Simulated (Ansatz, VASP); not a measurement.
Al3B2P5: VASP beside Ansatz

The input INCAR:

```
SYSTEM = Al3B2P5
PREC = Accurate
ENCUT = 520
EDIFF = 1E-7
ISMEAR = 0
SIGMA = 0.1
LREAL = .FALSE.
LASPH = .TRUE.
NELM = 100
ALGO = Normal
ISIF = 2
LWAVE = .FALSE.
LCHARG = .TRUE.
GGA = PE
LELF = .TRUE.
LVHAR = .TRUE.
NBANDS = 31
```

The input KPOINTS:

```
regular mesh
0
G
  6 6 6
  0 0 0
```

Contents of POSCAR:

```
Al3B2P5
1.0
   -1.7908880700      1.7908880700     12.6634909600
    1.7908880700     -1.7908880700     12.6634909600
    1.7908880700      1.7908880700    -12.6634909600
Al B P
3 2 5
Direct
    0.5000000000      0.5000000000      0.0000000000
    0.7000000000      0.7000000000      0.0000000000
    0.3000000000      0.3000000000      0.0000000000
    0.9000000000      0.9000000000      0.0000000000
    0.1000000000      0.1000000000      0.0000000000
    0.4500000000      0.9500000000      0.5000000000
    0.0500000000      0.5500000000      0.5000000000
    0.6500000000      0.1500000000      0.5000000000
    0.2500000000      0.7500000000      0.5000000000
    0.8500000000      0.3500000000      0.5000000000
```

Input for Ansatz:

```yaml
crystal:
  lattice:
    - [-1.79088807, 1.79088807, 12.66349096]
    - [1.79088807, -1.79088807, 12.66349096]
    - [1.79088807, 1.79088807, -12.66349096]
  atoms:
    - { symbol: Al, position: [0.5, 0.5, 0.0] }
    - { symbol: Al, position: [0.7, 0.7, 0.0] }
    - { symbol: Al, position: [0.3, 0.3, 0.0] }
    - { symbol: B, position: [0.9, 0.9, 0.0] }
    - { symbol: B, position: [0.1, 0.1, 0.0] }
    - { symbol: P, position: [0.45, 0.95, 0.5] }
    - { symbol: P, position: [0.05, 0.55, 0.5] }
    - { symbol: P, position: [0.65, 0.15, 0.5] }
    - { symbol: P, position: [0.25, 0.75, 0.5] }
    - { symbol: P, position: [0.85, 0.35, 0.5] }
basis:
  ecutwfc: 420
kpoints:
  mp_grid: { grid: [6, 6, 6] }
hamiltonian:
  xc: pbe
scf:
  occupations: { method: gaussian, width: 0.1 }
  lower_state_search: "off"
output:
  forces: true
  stress: true
  eigenvalues: true
```

Alike in both runs: task single point; functional PBE; k mesh 6 × 6 × 6; occupations gaussian, width 0.1 eV; no spin polarisation.

```csv
,VASP,Ansatz
version,VASP 6.6.1,Ansatz 0.2.0
potentials or method,"VASP PAW PBE potentials, release 64 (Al, B, P), cutoff 520 eV","scalar-relativistic, plane waves, PAW"
valence electrons in the cell,40,40
```

|  | VASP | Ansatz | Ansatz less VASP |
| --- | --- | --- | --- |
| gap on the k mesh at the Fermi level (eV) | 1.16 | 1.16 | +0.002 |
| least direct gap on the mesh (eV) | 1.20 | 1.20 | +0.003 |
| pressure (GPa) | 10.5 | 10.6 | +0.14 |
| traceless stress, the component that is largest in VASP (GPa) | -0.86 | -0.86 | -0.006 |
| rms of the force components (eV/Å) | 1.538 | 1.541 | +0.0029 |

Atom by atom the forces differ by 0.003 eV/Å (rms over components). The functional is the same, so the differences come from potentials, cutoffs and numerics.
